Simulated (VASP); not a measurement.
# Mg3SnO (Pm-3m) in VASP: notebook

The runs below take Mg3SnO through relaxation of cell and atoms, with PBE, PBEsol, LDA.

Everything below comes from runs of VASP 6.6.1. Logs are shortened: lines on timing, memory, paths and dates and some standing lists are left out, and cuts for length are marked.

## 1. The cell of the first run

The structure is cubic, space group Pm-3m (No. 221). The conventional cell has a = 3.899 Å, b = 3.899 Å, c = 3.899 Å, α = 90.00°, β = 90.00°, γ = 90.00°. Sn (site symmetry m-3m) has 12 Mg at 2.76 Å and 8 O at 3.38 Å within 3.6 Å. Within 2.6 Å of O (site symmetry m-3m) lie 6 Mg at 1.95 Å. Within 2.6 Å of Mg (site symmetry 4/mmm) lie 2 O at 1.95 Å.

## 2. Relaxation of cell and atoms, PBE

The input, INCAR:

```
ALGO = Normal
EDIFF = 1E-6
EDIFFG = -0.005
ENCUT = 600
GGA = PE
IBRION = 2
ISIF = 3
ISMEAR = -1
LASPH = T
LCHARG = F
LREAL = F
LWAVE = F
NELM = 100
NSW = 80
PREC = Accurate
SIGMA = 0.02
```

The input, KPOINTS:

```
k-points
0
Gamma
  6 6 6
```

The input, POSCAR:

```
Mg3SnO
1.0
    3.8989751400      0.0000000000      0.0000000000
    0.0000000000      3.8989751400      0.0000000000
    0.0000000000      0.0000000000      3.8989751400
Sn O Mg
1 1 3
Direct
    0.0000000000      0.0000000000      0.0000000000
    0.5000000000      0.5000000000      0.5000000000
    0.5000000000      0.5000000000      0.0000000000
    0.5000000000      0.0000000000      0.5000000000
    0.0000000000      0.5000000000      0.5000000000
```

Potentials or basis: VASP PAW PBE potentials, release 64 (Sn_d, O, Mg).

Launch:

```console
$ cat potpaw_PBE.64/Sn_d/POTCAR potpaw_PBE.64/O/POTCAR potpaw_PBE.64/Mg/POTCAR > POTCAR
$ mpirun -np 1 vasp_std > vasp.out
```

OUTCAR:

```text
EDIFF = 1E-6
   EDIFFG = -0.005
   ENCUT = 600
   GGA = PE
   IBRION = 2
   ISIF = 3
   ISMEAR = -1
   LASPH = T
   LREAL = F
   NELM = 100
   NSW = 80
   PREC = Accurate

 ion  position               nearest neighbor table
   1  0.000  0.000  0.000-   3 2.76   4 2.76   5 2.76   4 2.76   5 2.76   3 2.76   5 2.76   5 2.76
                             3 2.76   4 2.76   4 2.76   3 2.76
   2  0.500  0.500  0.500-   3 1.95   4 1.95   5 1.95   3 1.95   4 1.95   5 1.95
   3  0.500  0.500  0.000-   2 1.95   2 1.95   4 2.76   5 2.76   1 2.76   4 2.76   5 2.76   1 2.76
                             4 2.76   4 2.76   1 2.76   5 2.76   5 2.76   1 2.76
   4  0.500  0.000  0.500-   2 1.95   2 1.95   3 2.76   5 2.76   1 2.76   3 2.76   1 2.76   3 2.76
                             5 2.76   3 2.76   1 2.76   5 2.76   1 2.76   5 2.76
   5  0.000  0.500  0.500-   2 1.95   2 1.95   3 2.76   4 2.76   1 2.76   3 2.76   1 2.76   4 2.76
                             1 2.76   1 2.76   3 2.76   4 2.76   3 2.76   4 2.76

  LATTYP: Found a simple cubic cell.
 ALAT       =     3.8989751400

  Lattice vectors:

 A1 = (   3.8989751400,   0.0000000000,   0.0000000000)
 A2 = (   0.0000000000,   3.8989751400,   0.0000000000)
 A3 = (   0.0000000000,   0.0000000000,   3.8989751400)

Analysis of symmetry for initial positions (statically):
=====================================================================
 Subroutine PRICEL returns:
 Original cell was already a primitive cell.

 Routine SETGRP: Setting up the symmetry group for a
 simple cubic supercell.

 Subroutine GETGRP returns: Found 48 space group operations
 (whereof 48 operations were pure point group operations)
 out of a pool of 48 trial point group operations.

The static configuration has the point symmetry O_h .

Analysis of symmetry for dynamics (positions and initial velocities):
=====================================================================
 Subroutine PRICEL returns:
 Original cell was already a primitive cell.

 Routine SETGRP: Setting up the symmetry group for a
 simple cubic supercell.

 Subroutine GETGRP returns: Found 48 space group operations
 (whereof 48 operations were pure point group operations)
 out of a pool of 48 trial point group operations.

The dynamic configuration has the point symmetry O_h .

 Subroutine INISYM returns: Found 48 space group operations
 (whereof 48 operations are pure point group operations),
 and found     1 'primitive' translations

----------------------------------------------------------------------------------------

                                     Primitive cell

  volume of cell :      59.2722

  direct lattice vectors                    reciprocal lattice vectors
     3.898975140  0.000000000  0.000000000     0.256477655  0.000000000  0.000000000
     0.000000000  3.898975140  0.000000000     0.000000000  0.256477655  0.000000000
     0.000000000  0.000000000  3.898975140     0.000000000  0.000000000  0.256477655

  length of vectors
     3.898975140  3.898975140  3.898975140     0.256477655  0.256477655  0.256477655

  position of ions in fractional coordinates (direct lattice)
     0.000000000  0.000000000  0.000000000
     0.500000000  0.500000000  0.500000000
     0.500000000  0.500000000  0.000000000
     0.500000000  0.000000000  0.500000000
     0.000000000  0.500000000  0.500000000

  ion indices of the primitive-cell ions
   primitive index   ion index
                 1           1
                 2           2
                 3           3
                 4           4
                 5           5

----------------------------------------------------------------------------------------

 KPOINTS: k-points

Automatic generation of k-mesh.
 Grid dimensions read from file:
 generate k-points for:    6    6    6

 Generating k-lattice:

  Cartesian coordinates                     Fractional coordinates (reciprocal lattice)
     0.042746276  0.000000000  0.000000000     0.166666667  0.000000000  0.000000000
     0.000000000  0.042746276  0.000000000     0.000000000  0.166666667  0.000000000
     0.000000000  0.000000000  0.042746276     0.000000000  0.000000000  0.166666667

  Length of vectors
     0.042746276  0.042746276  0.042746276

  Shift w.r.t. Gamma in fractional coordinates (k-lattice)
     0.000000000  0.000000000  0.000000000

 Subroutine IBZKPT returns following result:
 ===========================================

 Found     20 irreducible k-points:

 Following reciprocal coordinates:
            Coordinates               Weight
  0.000000  0.000000  0.000000      1.000000
  0.166667  0.000000  0.000000      6.000000
  0.333333  0.000000  0.000000      6.000000
  0.500000  0.000000  0.000000      3.000000
  0.166667  0.166667  0.000000     12.000000
  0.333333  0.166667  0.000000     24.000000
[... 12 lines left out ...]
  0.500000  0.500000  0.333333      6.000000
  0.500000  0.500000  0.500000      1.000000
[... 43 lines left out ...]
   GGA     = PE    functional components
   LHFCALC =     F    Hartree Fock is set to
   AEXX    =    0.0000 exact exchange contribution
   IVDW    =     0    specifies the selected vdW correction
   LEPSILON=     F    determine dielectric tensor
   LRPA    =     F    only Hartree local field effects (RPA)
 conjugate gradient relaxation of ions
 non-spin polarized calculation
  energy-cutoff  :      600.00
  volume of cell :       59.27
 maximum number of plane-waves:      2008
 NGX is ok and might be reduce to    32
   NGX = 15   NGY = 15   NGZ = 15

--------------------------------------- Ionic step        1  -------------------------------------------

 number of electron      25.9999988 magnetization

 Free energy of the ion-electron system (eV)
  ---------------------------------------------------
  ext. energy  EPLUGINS =         0.00000000
  ---------------------------------------------------
  free energy    TOTEN  =       -15.52497582 eV

  energy without entropy =      -15.52497505  energy(sigma->0) =      -15.52497544

 E-fermi :   9.8726     XC(G=0): -11.4616

 val. band max:        9.6793772085   @ k =   0.5000   0.5000   0.0000
 cond. band min:      10.0668259010   @ k =   0.5000   0.5000   0.0000
 fundamental gap:      0.3874486924
 Fermi energy:         9.8725931291

 k-point     1 :       0.0000    0.0000    0.0000
  band No.  band energies     occupation
      1     -12.1382      2.00000
      2     -11.4883      2.00000
      3     -11.4883      2.00000
      4     -11.4671      2.00000
      5     -11.4671      2.00000
      6     -11.4671      2.00000
[... 9 lines left out ...]
     16      14.7475      0.00000
     17      15.8570      0.00000

 k-point     2 :       0.1667    0.0000    0.0000
  band No.  band energies     occupation
      1     -12.1019      2.00000
      2     -11.4871      2.00000
      3     -11.4749      2.00000
      4     -11.4705      2.00000
      5     -11.4705      2.00000
      6     -11.4667      2.00000
[... 915 lines left out ...]
 POSITION                                       TOTAL-FORCE (eV/Angst)
 -----------------------------------------------------------------------------------
      0.00000      0.00000      0.00000        -0.000000      0.000000      0.000000
      2.19179      2.19179      2.19179         0.000000     -0.000000      0.000000
      2.19179      2.19179     -0.00000        -0.000000     -0.000000      0.000000
      2.19179     -0.00000      2.19179        -0.000000      0.000000      0.000000
      0.00000      2.19179      2.19179        -0.000000      0.000000      0.000000
 -----------------------------------------------------------------------------------
    total drift:                                0.000000      0.000000     -0.000000

  FREE ENERGIE OF THE ION-ELECTRON SYSTEM (eV)
  ---------------------------------------------------
  free  energy   TOTEN  =       -18.4956613020 eV

  energy  without entropy=      -18.4940758094  energy(sigma->0) =      -18.49486856

--------------------------------------- Ionic step        5  -------------------------------------------

 number of electron      25.9999984 magnetization

 Free energy of the ion-electron system (eV)
  ---------------------------------------------------
  ext. energy  EPLUGINS =         0.00000000
  ---------------------------------------------------
  free energy    TOTEN  =       -18.49571420 eV

  energy without entropy =      -18.49413547  energy(sigma->0) =      -18.49492483

 E-fermi :   6.0920     XC(G=0):  -9.9364

 val. band max:        5.8972423782   @ k =   0.3333   0.3333   0.0000
 cond. band min:       6.0921741277   @ k =   0.5000   0.3333   0.0000
 fundamental gap:      0.1949317495
 Fermi energy:         6.0919898983

 k-point     1 :       0.0000    0.0000    0.0000
  band No.  band energies     occupation
      1     -14.7638      2.00000
      2     -14.7638      2.00000
      3     -14.7638      2.00000
      4     -14.7633      2.00000
      5     -14.7633      2.00000
      6     -13.6087      2.00000
[... 9 lines left out ...]
     16       7.5590      0.00000
     17      11.8958      0.00000

 k-point     2 :       0.1667    0.0000    0.0000
  band No.  band energies     occupation
      1     -14.7647      2.00000
      2     -14.7647      2.00000
      3     -14.7637      2.00000
      4     -14.7631      2.00000
      5     -14.7598      2.00000
      6     -13.5965      2.00000
[... 382 lines left out ...]
 VOLUME and BASIS-vectors are now :
 -----------------------------------------------------------------------------
  energy-cutoff  :      600.00
  volume of cell :       84.08
      direct lattice vectors                 reciprocal lattice vectors
     4.380989279 -0.000000000  0.000000000     0.228258947 -0.000000000  0.000000000
     0.000000000  4.380989279 -0.000000000     0.000000000  0.228258947  0.000000000
    -0.000000000 -0.000000000  4.380989279    -0.000000000  0.000000000  0.228258947

 POSITION                                       TOTAL-FORCE (eV/Angst)
 -----------------------------------------------------------------------------------
      4.38099     -0.00000      0.00000        -0.000000      0.000000      0.000000
      2.19049      2.19049      2.19049         0.000000     -0.000000      0.000000
      2.19049      2.19049      4.38099         0.000000     -0.000000      0.000000
      2.19049     -0.00000      2.19049         0.000000     -0.000000      0.000000
      4.38099      2.19049      2.19049         0.000000     -0.000000      0.000000
 -----------------------------------------------------------------------------------
    total drift:                                0.000000      0.000000     -0.000000

  FREE ENERGIE OF THE ION-ELECTRON SYSTEM (eV)
  ---------------------------------------------------
  free  energy   TOTEN  =       -18.4957141953 eV

  energy  without entropy=      -18.4941354684  energy(sigma->0) =      -18.49492483

 reached required accuracy - stopping structural energy minimisation
```

It took 79 s on 1 thread of Intel Xeon 8259CL, shared host; peak memory 0.2 GiB.

What came out:

```yaml
Free_energy: -18.4957 eV
Relaxed_volume: 16.82 Å³/atom
Relaxed_cell: a = 4.381 Å, b = 4.381 Å, c = 4.381 Å, α = 90.00°, β = 90.00°, γ = 90.00°
Space_group_after_relaxing_to_0.1_Å: Pm-3m (No. 221)
Energy_gained_by_relaxing: 594.1 meV/atom
Ionic_steps: 5
Pressure_after_relaxing: 0.0 GPa
Band_gap_on_the_k_mesh: zero (bands 13 and 14 overlap by 0.39 eV)
```

The path:
```csv
step,energy change (eV),largest force (eV/Å),pressure (GPa),volume (Å³)
1,0.0000,0.0000,51.72,59.27
2,-2.5404,0.0000,-8.43,98.54
3,-2.9695,0.0000,0.61,83.41
4,-2.9707,0.0000,-0.12,84.23
5,-2.9707,0.0000,0.02,84.08
```

Final structure:
```
Sn O Mg
1.0
     4.38099    0.00000    0.00000
     0.00000    4.38099    0.00000
     0.00000    0.00000    4.38099
Sn O Mg
1 1 3
Cartesian
  4.3810 0.0000 0.0000
  2.1905 2.1905 2.1905
  2.1905 2.1905 4.3810
  2.1905 0.0000 2.1905
  4.3810 2.1905 2.1905
```

Caveat: the volume moved by over 15 % at a fixed basis, so the end points are rough; semilocal functionals underestimate gaps, and a narrow one can read as zero; spin-orbit coupling is left out, which moves the levels of the heavy elements.

## 3. Relaxation of cell and atoms, PBEsol

This run uses another cell than the first one, of 16.91 Å³/atom.

The input, INCAR:

```
SYSTEM = Mg3SnO
PREC = Accurate ; ENCUT = 600
EDIFF = 1E-6 ; ISMEAR = -1
SIGMA = 0.02 ; LREAL = .FALSE.
LASPH = .TRUE. ; NELM = 80
ALGO = Normal ; ISIF = 3
LWAVE = .FALSE. ; LCHARG = .FALSE.
GGA = PS ; IBRION = 2
NSW = 80 ; EDIFFG = -0.005
```

The input, KPOINTS:

```
Automatic mesh
0
G
  6 6 6
  0 0 0
```

POSCAR, as its differences from that of step 2:

```diff
@@ -2,5 +2,5 @@
 1.0
-    3.8989751400      0.0000000000      0.0000000000
-    0.0000000000      3.8989751400      0.0000000000
-    0.0000000000      0.0000000000      3.8989751400
+    4.3888062297      0.0000000000      0.0000000000
+    0.0000000000      4.3888062297      0.0000000000
+    0.0000000000      0.0000000000      4.3888062297
 Sn O Mg
```

Potentials or basis: VASP PAW PBE potentials, release 64 (Sn_d, O, Mg).

Launch:

```console
$ cat potpaw_PBE.64/Sn_d/POTCAR potpaw_PBE.64/O/POTCAR potpaw_PBE.64/Mg/POTCAR > POTCAR
$ mpirun -np 1 vasp_std > vasp.out
```

It took 72 s on 1 thread of Intel Xeon 8259CL, shared host; peak memory 0.23 GiB.

The run converged. Its results:

| Item | Value |
| --- | --- |
| Free energy | -20.1040 eV |
| Relaxed volume | 16.35 Å³/atom |
| Relaxed cell | a = 4.340 Å, b = 4.340 Å, c = 4.340 Å, α = 90.00°, β = 90.00°, γ = 90.00° |
| Space group after relaxing (to 0.1 Å) | Pm-3m (No. 221) |
| Energy gained by relaxing | 4.2 meV/atom |
| Ionic steps | 3 |
| Pressure after relaxing | 0.0 GPa |
| Band gap on the k mesh | zero (bands 13 and 14 overlap by 0.32 eV) |

The path:
```
step  energy change (eV)  largest force (eV/Å)  pressure (GPa)  volume (Å³)
   1              0.0000                0.0000           -2.34        84.54
   2             -0.0208                0.0000            0.21        81.54
   3             -0.0210                0.0000            0.00        81.77
```

Final structure:
```
Sn O Mg
1.0
     4.34037    0.00000    0.00000
     0.00000    4.34037    0.00000
     0.00000    0.00000    4.34037
Sn O Mg
1 1 3
Cartesian
  0.0000 0.0000 0.0000
  2.1702 2.1702 2.1702
  2.1702 2.1702 0.0000
  2.1702 0.0000 2.1702
  0.0000 2.1702 2.1702
```

Levels at points of the mesh, in eV from the Fermi level:
```tsv
k point	band 11	band 12	band 13	band 14	band 15	band 16
(0.00, 0.00, 0.00)	-0.50	-0.50	-0.50	0.45	0.45	1.67
(0.50, 0.00, 0.00)	-5.05	-0.71	-0.71	1.68	3.01	3.25
(0.50, 0.50, 0.00)	-2.73	-2.73	-0.75	0.40	2.51	2.82
(0.50, 0.50, 0.50)	-3.64	-3.64	-3.64	1.45	1.45	1.45
```

Caveat: semilocal functionals underestimate gaps, and a narrow one can read as zero; the PAW data sets were made with another functional, which shifts forces and pressure a little; spin-orbit coupling is left out, which moves the levels of the heavy elements.

## 4. Relaxation of cell and atoms, LDA

This run uses another cell than the first one, of 16.91 Å³/atom.

The input, INCAR:

```
ALGO = Normal ; EDIFF = 1E-6
EDIFFG = -0.005 ; ENCUT = 600
GGA = CA ; IBRION = 2
ISIF = 3 ; ISMEAR = -1
LASPH = True ; LCHARG = False
LREAL = False ; LWAVE = False
NELM = 60 ; NSW = 80
PREC = Accurate ; SIGMA = 0.02
```

The input, KPOINTS:

```
k-points
0
Gamma
  6 6 6
```

POSCAR is that of step 3.

Potentials or basis: VASP PAW LDA potentials, release 64 (Sn_d, O, Mg).

Launch:

```console
$ cat potpaw_LDA.64/Sn_d/POTCAR potpaw_LDA.64/O/POTCAR potpaw_LDA.64/Mg/POTCAR > POTCAR
$ mpirun -np 1 vasp_std > vasp.out
```

It took 65 s on 1 thread of Intel Xeon 8259CL, shared host; peak memory 0.21 GiB.

It converged, with:

| Property | Result |
| --- | --- |
| Free energy | -21.5821 eV |
| Relaxed volume | 15.65 Å³/atom |
| Relaxed cell | a = 4.277 Å, b = 4.277 Å, c = 4.277 Å, α = 90.00°, β = 90.00°, γ = 90.00° |
| Space group after relaxing (to 0.1 Å) | Pm-3m (No. 221) |
| Energy gained by relaxing | 23.1 meV/atom |
| Ionic steps | 3 |
| Pressure after relaxing | 0.0 GPa |
| Band gap on the k mesh | zero (bands 13 and 14 overlap by 0.24 eV) |

Step by step:
```csv
step,energy change (eV),largest force (eV/Å),pressure (GPa),volume (Å³)
1,0.0000,0.0000,-5.54,84.54
2,-0.1143,0.0000,0.73,77.58
3,-0.1157,0.0000,0.00,78.24
```

Final structure:
```xyz
5
Lattice="4.2770 0.0000 0.0000 0.0000 4.2770 0.0000 0.0000 0.0000 4.2770" Properties=species:S:1:pos:R:3 pbc="T T T"
Sn    0.0000    0.0000    0.0000
O     2.1385    2.1385    2.1385
Mg    2.1385    2.1385    0.0000
Mg    2.1385    0.0000    2.1385
Mg    0.0000    2.1385    2.1385
```

Levels at points of the mesh, in eV from the Fermi level:
| k point | band 9 | band 10 | band 11 | band 12 | band 13 | band 14 | band 15 | band 16 | band 17 |
| --- | --- | --- | --- | --- | --- | --- | --- | --- | --- |
| (0.00, 0.00, 0.00) | -6.23 | -6.23 | -0.50 | -0.50 | -0.50 | 0.47 | 0.47 | 1.96 | 5.89 |
| (0.50, 0.00, 0.00) | -6.05 | -5.40 | -5.15 | -0.73 | -0.73 | 1.74 | 3.23 | 3.33 | 3.90 |
| (0.50, 0.50, 0.00) | -7.26 | -5.98 | -2.81 | -2.81 | -0.68 | 0.42 | 2.66 | 2.87 | 2.87 |
| (0.50, 0.50, 0.50) | -6.70 | -6.70 | -3.74 | -3.74 | -3.74 | 1.52 | 1.52 | 1.52 | 3.73 |

Caveat: semilocal functionals underestimate gaps, and a narrow one can read as zero; spin-orbit coupling is left out, which moves the levels of the heavy elements.

## 5. The runs side by side

```tsv
level	potentials or basis	cell	gap on the mesh (eV)	pressure (GPa)	relaxed volume (Å³/atom)
PBE	VASP PAW PBE potentials, release 64 (Sn_d, O, Mg)	relaxed from a = 3.899 Å, 5 atoms	none	0.0	16.82
PBEsol	VASP PAW PBE potentials, release 64 (Sn_d, O, Mg)	relaxed from a = 4.389 Å, 5 atoms	none	0.0	16.35
LDA	VASP PAW LDA potentials, release 64 (Sn_d, O, Mg)	relaxed from a = 4.389 Å, 5 atoms	none	0.0	15.65
```

Alike in all rows: task relaxation of cell and atoms; no spin polarisation; k mesh 6 × 6 × 6; cutoff (eV) 600; smearing fermi-dirac 0.02 eV.

Caveats: semilocal functionals underestimate gaps, and a narrow one can read as zero; spin-orbit coupling is left out, which moves the levels of the heavy elements; the volume moved by over 15 % at a fixed basis, so the end points are rough (at least some runs); the PAW data sets were made with another functional, which shifts forces and pressure a little (at least some runs).

Total energies depend on the potentials used, so only differences within one code and one set of settings carry meaning.

The gap in the log of VASP goes by the Fermi energy; the results here count the filled bands.